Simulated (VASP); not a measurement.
# Te in VASP: a series of runs, part 2 of 2

VASP 6.6.1. The steps go on from the part before.

### 4 Single point, r2SCAN (strain +5.8%)

POSCAR

```
Te
1.0
    4.7305906752      0.0000000000      0.0000000000
   -2.3652953376      4.0968116996      0.0000000000
    0.0000000000      0.0000000000      6.2937743486
Te
3
Direct
    0.2337766396      0.0000000000      0.3333333333
    0.0000000000      0.2337766396      0.6666666667
    0.7662233604      0.7662233604      0.0000000000
```

INCAR.step1

```
PREC = Accurate
ENCUT = 520
ISMEAR = -1
SIGMA = 0.02
LREAL = False
LASPH = True
NELM = 100
NBANDS = 16
GGA = PE
ALGO = Normal
EDIFF = 1E-4
LWAVE = True
LCHARG = False
```

INCAR.step2

```
PREC = Accurate
ENCUT = 520
EDIFF = 1E-7
ISMEAR = -1
SIGMA = 0.02
LREAL = False
LASPH = True
NELM = 100
ALGO = Normal
ISIF = 2
LWAVE = False
LCHARG = False
METAGGA = R2SCAN
LMIXTAU = True
NBANDS = 16
ISTART = 1
```

KPOINTS

```
Automatic mesh
0
Gamma
  6 6 4
```

Potentials or basis: VASP PAW PBE potentials, release 64 (Te).

Command:

```bash
$ cat potpaw_PBE.64/Te/POTCAR > POTCAR
$ cp INCAR.step1 INCAR
$ mpirun -np 1 vasp_std > vasp.out
$ cp INCAR.step2 INCAR
$ mpirun -np 1 vasp_std > vasp.out
```

OUTCAR:

```text
PREC = Accurate
   ENCUT = 520
   EDIFF = 1E-7
   ISMEAR = -1
   LREAL = False
   LASPH = True
   NELM = 100
   ISIF = 2
   METAGGA = R2SCAN
   ISTART = 1

 ion  position               nearest neighbor table
   1  0.234  0.000  0.333-   3 2.84   2 2.84
   2  0.000  0.234  0.667-   3 2.84   1 2.84
   3  0.766  0.766  0.000-   2 2.84   1 2.84

  LATTYP: Found a hexagonal cell.
 ALAT       =     4.7305906752
 C/A-ratio  =     1.3304415412

  Lattice vectors:

 A1 = (   4.7305906752,   0.0000000000,   0.0000000000)
 A2 = (  -2.3652953376,   4.0968116996,   0.0000000000)
 A3 = (   0.0000000000,   0.0000000000,   6.2937743486)

Analysis of symmetry for initial positions (statically):
=====================================================================
 Subroutine PRICEL returns:
 Original cell was already a primitive cell.

 Routine SETGRP: Setting up the symmetry group for a
 hexagonal supercell.

 Subroutine GETGRP returns: Found  6 space group operations
 (whereof  2 operations were pure point group operations)
 out of a pool of 24 trial point group operations.

[... 164 lines left out ...]

 E-fermi :   3.6598     XC(G=0):  -8.6099

 val. band max:        3.5316145203   @ k =   0.3333   0.3333   0.5000
 cond. band min:       3.7739974888   @ k =   0.3333   0.3333   0.5000
 fundamental gap:      0.2423829685
 Fermi energy:         3.6597652457

 k-point     1 :       0.0000    0.0000    0.0000
  band No.  band energies     occupation
      1      -9.6584      2.00000
      2      -6.6583      2.00000
      3      -6.6583      2.00000
      4       0.7393      2.00000
      5       0.7393      2.00000
      6       1.0033      2.00000
[... 433 lines left out ...]
      3      -5.8129      2.00000
      4      -1.0426      2.00000
      5      -0.3868      2.00000
      6      -0.3868      2.00000
[... 8 lines left out ...]
     15      10.8445      0.00000
     16      11.0293      0.00000

------------------------ aborting loop because EDIFF is reached ----------------------------------------

  FORCE on cell =-STRESS in cart. coord.  units (eV):
  Direction    XX          YY          ZZ          XY          YZ          ZX
  --------------------------------------------------------------------------------------
  -------------------------------------------------------------------------------------
  Total       -0.8747093     -0.8747093     -3.0413145      0.0000000      0.0000000      0.0000000
  in kB      -11.4895167    -11.4895167    -39.9483986      0.0000000      0.0000000      0.0000000
  external PRESSURE =     -20.9758107 kB  Pullay stress =       0.0000000 kB

 VOLUME and BASIS-vectors are now :
 -----------------------------------------------------------------------------
  energy-cutoff  :      520.00
  volume of cell :      121.98
      direct lattice vectors                 reciprocal lattice vectors
     4.730590675  0.000000000  0.000000000     0.211390092  0.122046127  0.000000000
    -2.365295338  4.096811700  0.000000000     0.000000000  0.244092254  0.000000000
     0.000000000  0.000000000  6.293774349     0.000000000  0.000000000  0.158887171

 POSITION                                       TOTAL-FORCE (eV/Angst)
 -----------------------------------------------------------------------------------
      1.10590      0.00000      2.09792        -0.004524      0.000000     -0.000000
     -0.55295      0.95774      4.19585         0.002262     -0.003918      0.000000
      1.81234      3.13907      0.00000         0.002262      0.003918      0.000000
 -----------------------------------------------------------------------------------
    total drift:                                0.000000     -0.000000     -0.000000

  FREE ENERGIE OF THE ION-ELECTRON SYSTEM (eV)
  ---------------------------------------------------
  free  energy   TOTEN  =       -76.1241316729 eV

  energy  without entropy=      -76.1241057961  energy(sigma->0) =      -76.12411873
```

OSZICAR.step1:

```text
N       E                     dE             d eps       ncg     rms          rms(c)
DAV:   1     0.725863264824E+02    0.72586E+02   -0.61333E+03   768   0.868E+02
DAV:   2    -0.440987041127E+01   -0.76996E+02   -0.73357E+02   992   0.131E+02
DAV:   3    -0.922666727525E+01   -0.48168E+01   -0.47941E+01   968   0.370E+01
DAV:   4    -0.932622775617E+01   -0.99560E-01   -0.99551E-01  1216   0.605E+00
DAV:   5    -0.932657546706E+01   -0.34771E-03   -0.34771E-03  1032   0.401E-01    0.974E+00
DAV:   6    -0.929223600984E+01    0.34339E-01   -0.28883E-02   936   0.955E-01    0.636E+00
DAV:   7    -0.928532310649E+01    0.69129E-02   -0.69116E-02   904   0.149E+00    0.374E-01
DAV:   8    -0.928333230547E+01    0.19908E-02   -0.14265E-02   856   0.639E-01    0.195E-01
DAV:   9    -0.928337768572E+01   -0.45380E-04   -0.41279E-04  1120   0.132E-01
   1 F= -.92833777E+01 E0= -.92830748E+01  d E =-.605845E-03
```

Wall time 76 s (1 thread of Intel Xeon 6975P-C (Granite Rapids), shared host); peak memory 0.26 GiB.

Results:

| Item | Value |
| --- | --- |
| Free energy | -76.1241 eV |
| Pressure | -2.1 GPa |
| Largest force | 0.005 eV/Å |
| Band gap on the k mesh | 0.24 eV, direct |

Forces on the atoms (eV/Å):
```
Te  -0.005  0.000  0.000
Te   0.002 -0.004  0.000
Te   0.002  0.004  0.000
```

Stress tensor (GPa, compression positive):
```
-1.15  0.00  0.00
 0.00 -1.15  0.00
 0.00  0.00 -3.99
```

Caveat: the cell differs from its parent crystal (strain +5.8%); the PAW data sets were made with another functional, which shifts forces and pressure a little; spin-orbit coupling is left out, which moves the levels of the heavy elements. A k mesh can miss the band edges.

### 5 Single point, r2SCAN (uniaxial x strain +1.9%)

POSCAR

```
Te
1.0
    4.5566587496      0.0000000000      0.0000000000
   -2.2783293748      3.8722227785      0.0000000000
    0.0000000000      0.0000000000      5.9487470213
Te
3
Direct
    0.2584642470      0.0000000000      0.3333333333
    0.0023137017      0.2630916504      0.6661371563
    0.7392220513      0.7369083496      0.0005295103
```

INCAR.step1

```
PREC = Accurate ; ENCUT = 520
ISMEAR = 0 ; SIGMA = 0.01
LREAL = F ; LASPH = T
NELM = 60 ; NBANDS = 16
GGA = PE ; ALGO = Normal
EDIFF = 1E-4 ; LWAVE = T
LCHARG = F
```

INCAR.step2

```
PREC = Accurate ; ENCUT = 520
EDIFF = 1E-7 ; ISMEAR = 0
SIGMA = 0.01 ; LREAL = F
LASPH = T ; NELM = 60
ALGO = Normal ; ISIF = 2
LWAVE = F ; LCHARG = T
METAGGA = R2SCAN ; LMIXTAU = T
LELF = T ; LVHAR = T
NBANDS = 16 ; ISTART = 1
```

KPOINTS

```
regular mesh
0
Gamma
  6 6 4
```

Command:

```bash
$ cat potpaw_PBE.64/Te/POTCAR > POTCAR
$ cp INCAR.step1 INCAR
$ mpirun -np 1 vasp_std > vasp.out
$ cp INCAR.step2 INCAR
$ mpirun -np 1 vasp_std > vasp.out
```

Wall time 2.3 min (1 thread of Intel Xeon 6975P-C (Granite Rapids), shared host); peak memory 0.28 GiB.

Results (log left out):

| Item | Value |
| --- | --- |
| Free energy | -76.2367 eV |
| Pressure | 0.5 GPa |
| Largest force | 0.004 eV/Å |
| Band gap on the k mesh | 0.36 eV, direct |

Forces in eV/Å, atoms in the order of the input:
```
Te   0.000  0.000  0.000
Te   0.000  0.003  0.002
Te   0.000 -0.003 -0.002
```

Stress tensor (GPa, compression positive):
```
 0.37  0.00  0.00
 0.00  0.76 -0.21
 0.00 -0.21  0.37
```

Levels at points of the mesh, in eV from the valence-band top:
```
           k point  band 7  band 8  band 9  band 10  band 11  band 12
(0.00, 0.00, 0.00)   -1.69   -1.68   -0.76     1.15     1.15     1.80
(0.50, 0.00, 0.00)   -3.41   -1.14   -0.87     1.16     1.27     3.51
(0.00, 0.50, 0.00)   -3.45   -1.26   -0.97     1.09     1.25     3.50
(0.00, 0.00, 0.50)   -1.42   -1.17   -1.09     0.66     0.80     0.85
(0.50, 0.00, 0.50)   -2.36   -2.01   -0.19     0.99     2.07     2.71
(0.00, 0.50, 0.50)   -2.36   -2.04   -0.17     0.95     2.05     2.68
```

Caveat: the cell differs from its parent crystal (uniaxial x strain +1.9%); the PAW data sets were made with another functional, which shifts forces and pressure a little; spin-orbit coupling is left out, which moves the levels of the heavy elements. A k mesh can miss the band edges.

### 6 Summary

```csv
cell,smearing,gap on the mesh (eV),pressure (GPa)
"a = 4.471, b = 4.471, c = 5.788 Å, angles 90.0, 90.0, 120.0°, 3 atoms",gaussian 0.01 eV,0.46,2.1
"a = 4.471, b = 4.471, c = 5.949 Å, angles 90.0, 90.0, 120.0°, 3 atoms",gaussian 0.01 eV,0.33,0.9
"a = 4.731, b = 4.731, c = 6.294 Å, angles 90.0, 90.0, 120.0°, 3 atoms",fermi-dirac 0.02 eV,0.24,-2.1
"a = 4.557, b = 4.493, c = 5.949 Å, angles 90.0, 90.0, 120.5°, 3 atoms",gaussian 0.01 eV,0.36,0.5
```

Alike in all rows: task single point; level r2SCAN; potentials or basis VASP PAW PBE potentials, release 64 (Te); no spin polarisation; k mesh 6 × 6 × 4; cutoff (eV) 520.

Caveats: the PAW data sets were made with another functional, which shifts forces and pressure a little; spin-orbit coupling is left out, which moves the levels of the heavy elements.

Total energies depend on the potentials used, so only differences within one code and one set of settings carry meaning.
